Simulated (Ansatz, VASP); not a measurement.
**One calculation of La, two programs**

Contents of INCAR:

```
  PREC = Accurate
  ENCUT = 520
  EDIFF = 1E-7
  ISMEAR = 0
  SIGMA = 0.05
  LREAL = False
  LASPH = True
  NELM = 100
  ALGO = Fast
  ISIF = 2
  LWAVE = False
  LCHARG = False
  NBANDS = 18
```

The input KPOINTS:

```
regular mesh
0
Gamma
  8 8 5
```

POSCAR

```
La
1.0
    3.7500000000      0.0000000000      0.0000000000
   -1.8750000000      3.2475952642      0.0000000000
    0.0000000000      0.0000000000      6.0700000000
La
2
Direct
    0.6666666667      0.3333333333      0.7500000000
    0.3333333333      0.6666666667      0.2500000000
```

The input input.yaml:

```yaml
crystal:
  lattice:
    - [3.75, 0.0, 0.0]
    - [-1.875, 3.2475952642, 0.0]
    - [0.0, 0.0, 6.07]
  atoms:
    - { symbol: La, position: [0.6666666667, 0.3333333333, 0.75] }
    - { symbol: La, position: [0.3333333333, 0.6666666667, 0.25] }
hamiltonian:
  xc: lda
  pseudopotentials: { kind: paw }
kpoints:
  mp_grid: { grid: [8, 8, 5] }
scf:
  occupations: { method: gaussian, width: 0.05 }
output:
  forces: true
  stress: true
  eigenvalues: true
```

Alike in both runs: task single point; functional LDA; k mesh 8 × 8 × 5; occupations gaussian, width 0.05 eV; no spin polarisation.

|  | VASP | Ansatz |
| --- | --- | --- |
| version | VASP 6.6.1 | Ansatz 0.2.0 |
| potentials or method | VASP PAW LDA potentials, release 64 (La) | Ansatz PAW |
| plane-wave cutoff (eV) | 520 | 420 |
| valence electrons in the cell | 22 | 22 |

Ansatz gave:

| Property | Result |
| --- | --- |
| gap on the k mesh at the Fermi level (eV) | none |
| pressure (GPa) | -2.8 |
| traceless stress, the component that is largest in VASP (GPa) | -0.31 |

Task: Which values does VASP return?

Result: gap on the k mesh at the Fermi level (eV): none; pressure (GPa): -2.9; traceless stress, the component that is largest in VASP (GPa): -0.31.

LDA's correlation is that of Perdew and Zunger in VASP and of Perdew and Wang (1992) in Ansatz. A gap of «none» marks a metal or a gap that the smearing closes.

Spin-orbit coupling is off throughout.
